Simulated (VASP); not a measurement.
Wanted: the native input for a VASP 6.6.1 run.

```yaml
Task: relaxation of cell and atoms
Functional: PBEsol
Potentials_or_basis: VASP PAW PBE potentials, release 64 (Y_sv)
Cutoff: 500 eV
k_mesh: 8 × 8 × 8
Occupations: fermi-dirac, width 0.1 eV
Spin: no spin polarisation
Target_pressure: 5 GPa
Dipole_correction: no
Further_INCAR_settings: ALGO = Normal; EDIFF = 1e-07; IBRION = 2; EDIFFG = -0.02; NSW = 80; ISIF = 3
```

The structure of Y lies in POSCAR:

```
Y
1.0
    0.0000000000      2.5450000000      2.5450000000
    2.5450000000      0.0000000000      2.5450000000
    2.5450000000      2.5450000000      0.0000000000
Y
1
Direct
    0.0000000000      0.0000000000      0.0000000000
```

This isn't the form of Y at room conditions, which is hcp.

These files were run (other wordings do the same):

INCAR

```
SYSTEM = Y
PREC = Accurate
ENCUT = 500
EDIFF = 1E-7
ISMEAR = -1
SIGMA = 0.1
LREAL = .FALSE.
LASPH = .TRUE.
NELM = 120
ALGO = Normal
ISIF = 3
LWAVE = .FALSE.
LCHARG = .FALSE.
GGA = PS
IBRION = 2
NSW = 80
EDIFFG = -0.02
PSTRESS = 50.0
GGA_COMPAT = .FALSE.
NELMIN = 4
```

KPOINTS

```
regular mesh
0
G
  8 8 8
  0 0 0
```

Potentials or basis: VASP PAW PBE potentials, release 64 (Y_sv).

Command:

```console
$ cat potpaw_PBE.64/Y_sv/POTCAR > POTCAR
$ mpirun -np 1 vasp_std > vasp.out
```

It gave:

```
Relaxed volume                                             : 27.80 Å³/atom
Relaxed cell                                               : a = 3.400 Å, b = 3.400 Å, c = 3.400 Å, α = 60.00°, β = 60.00°, γ = 60.00°
Space group after relaxing (to 0.1 Å)                      : Fm-3m (No. 225)
Energy change on relaxing (the run minimises the enthalpy) : +25.8 meV/atom
Ionic steps                                                : 3
Pressure after relaxing                                    : 5.0 GPa
Band gap on the k mesh                                     : zero (an odd number of electrons rules out a gap without spin polarisation)
```

Caveat: the cell is relaxed towards a set pressure, so the run minimises the enthalpy, not the energy; the volume moved by over 15 % at a fixed basis, so the end points are rough; the PAW data sets were made with another functional, which shifts forces and pressure a little.

Wall time 46 s on 1 thread of Intel(R) Xeon(R) Platinum 8259CL CPU @ 2.50GHz (Skylake/Cascade Lake) (shared host), peak memory 0.18 GiB.
